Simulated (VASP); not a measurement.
# Si2Mo (I4/mmm) in VASP: notebook

Runs on Si2Mo. Level: PBEsol. Tasks: single point.

Everything below comes from runs of VASP 6.6.1. Logs are shortened: lines on timing, memory, paths and dates and some standing lists are left out, and cuts for length are marked.

## Step 1: The cell of the first run

It takes space group I4/mmm (No. 139, tetragonal). Conventional cell: a = 3.190 Å, b = 3.190 Å, c = 7.821 Å, α = 90.00°, β = 90.00°, γ = 90.00°. Within 3.4 Å of Si (site symmetry 4mm) lie 9 Si at 2.58 to 3.19 Å and 5 Mo at 2.60 to 2.62 Å. Within 3.4 Å of Mo (site symmetry 4/mmm) lie 10 Si at 2.60 to 2.62 Å and 4 Mo at 3.19 Å.

## Step 2: Single point, PBEsol

INCAR

```
  ALGO = Normal
  EDIFF = 1E-6
  ENCUT = 520
  GGA = PS
  ISIF = 2
  ISMEAR = 0
  LASPH = True
  LCHARG = False
  LREAL = False
  LWAVE = False
  NBANDS = 56
  NELM = 80
  PREC = Accurate
  SIGMA = 0.15
```

KPOINTS

```
k-points
0
Gamma
  15 15 3
```

POSCAR

```
Si2Mo
1.0
   -3.1900701689      0.0000000000      0.0000000000
    0.0000000000     -3.1900701689      0.0000000000
    0.0000000000      0.0000000000     15.6427680287
Si Mo
8 4
Direct
    0.0000000000      0.0000000000      0.1675298324
    0.5000000000      0.5000000000      0.9175298324
    0.0000000000      0.0000000000      0.6675298324
    0.5000000000      0.5000000000      0.4175298324
    0.0000000000      0.0000000000      0.3324701676
    0.5000000000      0.5000000000      0.0824701676
    0.0000000000      0.0000000000      0.8324701676
    0.5000000000      0.5000000000      0.5824701676
    0.5000000000      0.5000000000      0.7500000000
    1.0000000000      1.0000000000      0.5000000000
    0.5000000000      0.5000000000      0.2500000000
    1.0000000000      1.0000000000      0.0000000000
```

Potentials or basis: VASP PAW PBE potentials, release 64 (Si, Mo_sv).

Started as:

```sh
$ cat potpaw_PBE.64/Si/POTCAR potpaw_PBE.64/Mo_sv/POTCAR > POTCAR
$ mpirun -np 1 vasp_std > vasp.out
```

OUTCAR:

```text
EDIFF = 1E-6
   ENCUT = 520
   GGA = PS
   ISIF = 2
   ISMEAR = 0
   LASPH = True
   LREAL = False
   NELM = 80
   PREC = Accurate

 ion  position               nearest neighbor table
   1  0.000  0.000  0.168-   5 2.58  11 2.60  11 2.60  11 2.60  11 2.60   6 2.62   6 2.62   6 2.62
                             6 2.62  12 2.62
   2  0.500  0.500  0.918-   6 2.58  12 2.60  12 2.60  12 2.60  12 2.60   7 2.62   7 2.62   7 2.62
                             7 2.62   9 2.62
   3  0.000  0.000  0.668-   7 2.58   9 2.60   9 2.60   9 2.60   9 2.60   8 2.62   8 2.62   8 2.62
                             8 2.62  10 2.62
   4  0.500  0.500  0.418-   8 2.58  10 2.60  10 2.60  10 2.60  10 2.60   5 2.62   5 2.62   5 2.62
                             5 2.62  11 2.62
   5  0.000  0.000  0.332-   1 2.58  11 2.60  11 2.60  11 2.60  11 2.60   4 2.62   4 2.62   4 2.62
                             4 2.62  10 2.62
   6  0.500  0.500  0.082-   2 2.58  12 2.60  12 2.60  12 2.60  12 2.60   1 2.62   1 2.62   1 2.62
                             1 2.62  11 2.62
   7  0.000  0.000  0.832-   3 2.58   9 2.60   9 2.60   9 2.60   9 2.60   2 2.62   2 2.62   2 2.62
                             2 2.62  12 2.62
   8  0.500  0.500  0.582-   4 2.58  10 2.60  10 2.60  10 2.60  10 2.60   3 2.62   3 2.62   3 2.62
                             3 2.62   9 2.62
   9  0.500  0.500  0.750-   3 2.60   7 2.60   3 2.60   7 2.60   3 2.60   7 2.60   3 2.60   7 2.60
                             2 2.62   8 2.62
  10  0.000  0.000  0.500-   4 2.60   8 2.60   4 2.60   8 2.60   4 2.60   8 2.60   4 2.60   8 2.60
                             5 2.62   3 2.62
  11  0.500  0.500  0.250-   1 2.60   5 2.60   1 2.60   5 2.60   1 2.60   5 2.60   1 2.60   5 2.60
                             4 2.62   6 2.62
  12  0.000  0.000  0.000-   2 2.60   6 2.60   2 2.60   6 2.60   2 2.60   6 2.60   2 2.60   6 2.60
                             1 2.62   7 2.62

  LATTYP: Found a simple tetragonal cell.
 ALAT       =     3.1900701689
 C/A-ratio  =     4.9035811755

  Lattice vectors:

 A1 = (  -3.1900701689,   0.0000000000,   0.0000000000)
 A2 = (   0.0000000000,  -3.1900701689,   0.0000000000)
 A3 = (   0.0000000000,   0.0000000000,  15.6427680287)

Analysis of symmetry for initial positions (statically):
=====================================================================
 Subroutine PRICEL returns following result:

  LATTYP: Found a body centered tetragonal cell.
 ALAT       =     3.1900701689
 C/A-ratio  =     2.4517905877

  Lattice vectors:

 A1 = (   1.5950350844,  -1.5950350844,   3.9106920072)
 A2 = (  -1.5950350845,   1.5950350844,   3.9106920072)
 A3 = (  -1.5950350844,  -1.5950350845,  -3.9106920072)

   4 primitive cells build up your supercell.

 Routine SETGRP: Setting up the symmetry group for a
 simple tetragonal supercell.

 Subroutine GETGRP returns: Found 16 space group operations
 (whereof 16 operations were pure point group operations)
 out of a pool of 16 trial point group operations.

The static configuration has the point symmetry D_4h.

Analysis of symmetry for dynamics (positions and initial velocities):
=====================================================================
 Subroutine PRICEL returns following result:

  LATTYP: Found a body centered tetragonal cell.
 ALAT       =     3.1900701689
 C/A-ratio  =     2.4517905877

  Lattice vectors:

 A1 = (   1.5950350844,  -1.5950350844,   3.9106920072)
 A2 = (  -1.5950350845,   1.5950350844,   3.9106920072)
 A3 = (  -1.5950350844,  -1.5950350845,  -3.9106920072)

   4 primitive cells build up your supercell.

 Routine SETGRP: Setting up the symmetry group for a
 simple tetragonal supercell.

 Subroutine GETGRP returns: Found 16 space group operations
 (whereof 16 operations were pure point group operations)
 out of a pool of 16 trial point group operations.

The dynamic configuration has the point symmetry D_4h.

 Subroutine INISYM returns: Found 16 space group operations
 (whereof 16 operations are pure point group operations),
 and found     4 'primitive' translations

----------------------------------------------------------------------------------------

[... 27 lines left out ...]
Automatic generation of k-mesh.
 Grid dimensions read from file:
 generate k-points for:   15   15    3

 Generating k-lattice:

  Cartesian coordinates                     Fractional coordinates (reciprocal lattice)
    -0.020898182  0.000000000  0.000000000     0.066666667  0.000000000  0.000000000
     0.000000000 -0.020898182  0.000000000     0.000000000  0.066666667  0.000000000
     0.000000000  0.000000000  0.021309102     0.000000000  0.000000000  0.333333333

  Length of vectors
     0.020898182  0.020898182  0.021309102

  Shift w.r.t. Gamma in fractional coordinates (k-lattice)
     0.000000000  0.000000000  0.000000000

 Subroutine IBZKPT returns following result:
 ===========================================

 Found     72 irreducible k-points:

 Following reciprocal coordinates:
            Coordinates               Weight
  0.000000  0.000000  0.000000      1.000000
  0.066667  0.000000  0.000000      4.000000
  0.133333  0.000000  0.000000      4.000000
  0.200000  0.000000  0.000000      4.000000
  0.266667  0.000000  0.000000      4.000000
  0.333333  0.000000  0.000000      4.000000
[... 16 lines left out ...]
  0.266667  0.200000  0.000000      8.000000
  0.333333  0.200000  0.000000      8.000000
 [... further k-points ...]
   k-points           NKPTS =     72   k-points in BZ     NKDIM =     72   number of bands    NBANDS=     56
   number of dos      NEDOS =    301   number of ions     NIONS =     12
   total plane-waves  NPLWV =  69120
   dimension x,y,z NGX =    24 NGY =   24 NGZ =  120
   dimension x,y,z NGXF=    48 NGYF=   48 NGZF=  240
   ions per type =               8   4
   NGX,Y,Z   is equivalent  to a cutoff of  12.51, 12.51, 12.75 a.u.
   NGXF,Y,Z  is equivalent  to a cutoff of  25.01, 25.01, 25.51 a.u.
 SYSTEM =  unknown system
   PREC   = accura    normal or accurate (medium, high low for compatibility)
   ISTART =      0    job   : 0-new  1-cont  2-samecut
   ICHARG =      2    charge: 1-file 2-atom 10-const
   ISPIN  =      1    spin polarized calculation?
   LNONCOLLINEAR =      F non collinear calculations
   LSORBIT =      F    spin-orbit coupling
   LASPH  =      T    aspherical Exc in radial PAW
   ENCUT  =  520.0 eV  38.22 Ry    6.18 a.u.   5.93  5.93 29.09*2*pi/ulx,y,z
   NELM   =     80;   NELMIN=  2; NELMDL= -5     # of ELM steps
   EDIFF  = 0.1E-05   stopping-criterion for ELM
   LREAL  =      F    real-space projection
   EDIFFG = 0.1E-04   stopping-criterion for IOM
   NSW    =      0    number of steps for IOM
   IBRION =     -1    ionic relax: 0-MD 1-quasi-New 2-CG
   NFREE  =      0    steps in history (QN), initial steepest desc. (CG)
   ISIF   =      2    stress and relaxation
   ISYM   =      2    0-nonsym 1-usesym 2-fastsym
   POTIM  = 0.5000    time-step for ionic-motion
   TEBEG  =    0.0;   TEEND  =   0.0 temperature during run
   PSTRESS=    0.0 pullay stress
   NELECT =      88.0000    total number of electrons
   NUPDOWN=      -1.0000    fix difference up-down
   EMIN   =  10.00;   EMAX   =-10.00  energy-range for DOS
   EFERMI =   0.00;   METHOD = LEGACY
   ISMEAR =     0;   SIGMA  =   0.15  broadening in eV -4-tet -1-fermi 0-gaus
   EFERMI_NEDOS =   21; number of points for ismear=-14 and -15
   IALGO  =     38    algorithm
   IMIX   =      4    mixing-type and parameters
     AMIX     =   0.40;   BMIX     =  1.00
     AMIX_MAG =   1.60;   BMIX_MAG =  1.00
  volume/ion in A,a.u.               =      13.27        89.52
  Fermi-wavevector in a.u.,A,eV,Ry     =   1.343583  2.539003 24.561429  1.805214
  Thomas-Fermi vector in A             =   2.471645
   LORBIT       =      0    0 simple, 1 ext, 2 COOP (PROOUT), +10 PAW based schemes
   GGA     = PS    functional components
   LHFCALC =     F    Hartree Fock is set to
   AEXX    =    0.0000 exact exchange contribution
   IVDW    =     0    specifies the selected vdW correction
   LEPSILON=     F    determine dielectric tensor
   LRPA    =     F    only Hartree local field effects (RPA)
 non-spin polarized calculation
 Gauss-broadening in eV      SIGMA  =   0.15
  energy-cutoff  :      520.00
  volume of cell :      159.19
 maximum number of plane-waves:      4342
 NGX is ok and might be reduce to    24
   NGX = 11   NGY = 11   NGZ = 59

 number of electron      88.0000016 magnetization

 Free energy of the ion-electron system (eV)
  ---------------------------------------------------
  ext. energy  EPLUGINS =         0.00000000
  ---------------------------------------------------
  free energy    TOTEN  =      -100.32216406 eV

  energy without entropy =     -100.31110978  energy(sigma->0) =     -100.31663692

 E-fermi :  12.3628     XC(G=0): -12.5626

 val. band max:       12.3585775841   @ k =   0.2000   0.0000   0.0000
 cond. band min:      12.4483367100   @ k =   0.0667   0.0000   0.3333
 fundamental gap:      0.0897591259
 Fermi energy:        12.3628008795

 k-point     1 :       0.0000    0.0000    0.0000
  band No.  band energies     occupation
      1     -48.2661      2.00000
      2     -48.2658      2.00000
      3     -48.2658      2.00000
      4     -48.2655      2.00000
      5     -22.4844      2.00000
      6     -22.4715      2.00000
[... 1405 lines left out ...]
     55      15.9815      0.00000
     56      15.9815      0.00000

 [... further k-points ...]

------------------------ aborting loop because EDIFF is reached ----------------------------------------

  FORCE on cell =-STRESS in cart. coord.  units (eV):
  Direction    XX          YY          ZZ          XY          YZ          ZX
  --------------------------------------------------------------------------------------
  -------------------------------------------------------------------------------------
  Total        0.3863362      0.3863362      0.3298792      0.0000000      0.0000000      0.0000000
  in kB        3.8883193      3.8883193      3.3201026      0.0000000      0.0000000      0.0000000
  external PRESSURE =       3.6989137 kB  Pullay stress =       0.0000000 kB

 VOLUME and BASIS-vectors are now :
 -----------------------------------------------------------------------------
  energy-cutoff  :      520.00
  volume of cell :      159.19
      direct lattice vectors                 reciprocal lattice vectors
    -3.190070169  0.000000000  0.000000000    -0.313472729  0.000000000  0.000000000
     0.000000000 -3.190070169  0.000000000     0.000000000 -0.313472729  0.000000000
     0.000000000  0.000000000 15.642768029     0.000000000  0.000000000  0.063927305

 POSITION                                       TOTAL-FORCE (eV/Angst)
 -----------------------------------------------------------------------------------
      0.00000      0.00000      2.62063        -0.000000      0.000000      0.002238
     -1.59504     -1.59504     14.35271        -0.000000     -0.000000      0.002238
      0.00000      0.00000     10.44201         0.000000      0.000000      0.002238
     -1.59504     -1.59504      6.53132        -0.000000     -0.000000      0.002238
      0.00000      0.00000      5.20075        -0.000000     -0.000000     -0.002238
     -1.59504     -1.59504      1.29006         0.000000     -0.000000     -0.002238
      0.00000      0.00000     13.02214         0.000000     -0.000000     -0.002238
     -1.59504     -1.59504      9.11145         0.000000     -0.000000     -0.002238
     -1.59504     -1.59504     11.73208         0.000000     -0.000000     -0.000000
      0.00000      0.00000      7.82138         0.000000     -0.000000     -0.000000
     -1.59504     -1.59504      3.91069        -0.000000      0.000000     -0.000000
      0.00000      0.00000      0.00000         0.000000      0.000000     -0.000000
 -----------------------------------------------------------------------------------
    total drift:                               -0.000000      0.000000      0.000000

  FREE ENERGIE OF THE ION-ELECTRON SYSTEM (eV)
  ---------------------------------------------------
  free  energy   TOTEN  =      -100.3221640609 eV

  energy  without entropy=     -100.3111097839  energy(sigma->0) =     -100.31663692
```

It took 9.5 min on 1 thread of Intel Xeon Platinum 8488C (Sapphire Rapids), shared host; peak memory 0.54 GiB.

What came out:

```yaml
Free_energy: -100.3222 eV
Pressure: 0.4 GPa
Band_gap_on_the_k_mesh: zero (band 44 reaches 12.79 eV, above the bottom of band 45 at 12.06 eV)
```

Forces on the atoms (eV/Å):
```
Si   0.000  0.000  0.002
Si   0.000  0.000  0.002
Si   0.000  0.000  0.002
Si   0.000  0.000  0.002
Si   0.000  0.000 -0.002
Si   0.000  0.000 -0.002
Si   0.000  0.000 -0.002
Si   0.000  0.000 -0.002
Mo   0.000  0.000  0.000
Mo   0.000  0.000  0.000
Mo   0.000  0.000  0.000
Mo   0.000  0.000  0.000
```

Levels at points of the mesh, in eV from the Fermi level:
| k point | band 42 | band 43 | band 44 | band 45 | band 46 | band 47 |
| --- | --- | --- | --- | --- | --- | --- |
| (0.00, 0.00, 0.00) | -0.49 | 0.36 | 0.43 | 0.43 | 0.50 | 1.70 |

Caveat: the PAW data sets were made with another functional, which shifts forces and pressure a little.

(Part 1 of 2 ends here.)
